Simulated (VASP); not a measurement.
Here is a VASP 6.6.1 calculation.

Contents of INCAR:

```
PREC = Accurate ; ENCUT = 520
EDIFF = 1E-6 ; ISMEAR = -1
SIGMA = 0.24 ; LREAL = Auto
LASPH = T ; NELM = 60
ALGO = Normal ; ISIF = 2
LWAVE = F ; LCHARG = F
GGA = PS ; NBANDS = 86
```

File KPOINTS:

```
regular mesh
0
Gamma
  3 3 3
```

The input POSCAR:

```
WC
1.0
   -2.9530380000     -5.1148120000      0.0000000000
    4.4295570000     -2.5574060000      0.0000000000
    0.0000000000      0.0000000000      5.7734360000
W C
8 8
Direct
    0.7640634319      0.5287229285      0.0051442503
    0.7579489451      0.5344218478      0.5081202944
    0.5065017066      0.0250406049      0.0458825559
    0.5243237242      0.0108245321      0.4970870033
    0.2729360490      0.4717606127     -0.0046765912
    0.2327842129      0.5336471856      0.5126929613
   -0.0128743769      0.0219167460     -0.0114489881
    0.0043119390      0.0320423283      0.5033744204
    0.4756216518      0.6822869220      0.2563811221
    0.5113826442      0.6714514297      0.7050567461
    0.2562193944      0.1595702704      0.2787421563
    0.3069998562      0.1576415523      0.7704250987
    0.0355078907      0.7039882657      0.2579919479
   -0.0032961275      0.6755904508      0.7408932913
    0.7497437351      0.1934779799      0.2600531122
    0.7299241798      0.1838093155      0.7342594601
```

Potentials or basis: VASP PAW PBE potentials, release 64 (W_sv, C).

The run is started by

```bash
$ cat potpaw_PBE.64/W_sv/POTCAR potpaw_PBE.64/C/POTCAR > POTCAR
$ mpirun -np 1 vasp_std > vasp.out
```

Predict the largest force.

5.881 eV/Å.

What does it give for the pressure?

-7.5 GPa.

What does it give for the band gap on the k mesh?

Zero (bands 72 and 73 overlap by 0.09 eV).

Stress tensor (GPa, compression positive):
```
-6.85  1.38  1.61
 1.38 -7.03 -0.97
 1.61 -0.97 -8.73
```

Caveat: the k points lie up to 0.41 Å⁻¹ apart; the PAW data sets were made with another functional, which shifts forces and pressure a little; spin-orbit coupling is left out, which moves the levels of the heavy elements.
